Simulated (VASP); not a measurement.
Set up this calculation in VASP 6.6.1, as the native input.

```
Task                   : single point
Functional             : PBEsol
Dispersion             : D3(BJ)
Potentials or basis    : VASP PAW PBE potentials, release 64 (Mg, O)
Cutoff                 : 520 eV
k mesh                 : 11 × 11 × 11
Occupations            : gaussian, width 0.05 eV
Spin                   : non-collinear spin, typed start
Starting moments       : [[0.289, 0.289, 0.289], [0.0, 0.0, 0.0]] μB
Dipole correction      : no
Further INCAR settings : ALGO = Normal; EDIFF = 1e-07; NBANDS = 20
```

The structure of MgO lies in POSCAR:

```
MgO
1.0
    0.0000000000      2.0970013927      2.0970013927
    2.0970013927      0.0000000000      2.0970013927
    2.0970013927      2.0970013927      0.0000000000
Mg O
1 1
Direct
    0.0000000000      0.0000000000      0.0000000000
    0.5000000000      0.5000000000      0.5000000000
```

One way to write it, as run:

INCAR

```
ALGO     = Normal         # electronic algorithm
EDIFF    = 1E-7           # SCF threshold, eV
ENCUT    = 520            # plane-wave cutoff, eV
GGA      = PS             # functional
ISIF     = 2              # what is computed and relaxed
ISMEAR   = 0              # smearing method
IVDW     = 12             # dispersion correction
LASPH    = True           # aspherical terms in the spheres
LCHARG   = False          # write CHGCAR
LNONCOLLINEAR= True           # non-collinear magnetism
LORBIT   = 11             # projections on sites
LREAL    = False          # projectors in reciprocal space
LWAVE    = False          # write WAVECAR
MAGMOM   = 0.289 0.289 0.289 0 0 0 # initial moments
NBANDS   = 20             # bands
NELM     = 150            # most SCF steps
PREC     = Accurate       # precision mode
SIGMA    = 0.05           # smearing width, eV
```

KPOINTS

```
k-points
0
Gamma
  11 11 11
```

Potentials or basis: VASP PAW PBE potentials, release 64 (Mg, O).

Launch:

```sh
$ cat potpaw_PBE.64/Mg/POTCAR potpaw_PBE.64/O/POTCAR > POTCAR
$ mpirun -np 1 vasp_ncl > vasp.out
```

Results of the run:

* Pressure: -2.7 GPa
* Band gap on the k mesh: 4.76 eV, direct
* Net moment: 0.00 μB per cell
* Valence electrons inside the program's atomic spheres: Mg 0.42; O 5.09
* Dispersion energy per atom: -0.253 eV

Caveat: the PAW data sets were made with another functional, which shifts forces and pressure a little.

Run time: 3.9 min on 1 thread of AMD EPYC 7R13 Processor (Zen 3), with other jobs on the host, peak memory 0.26 GiB.
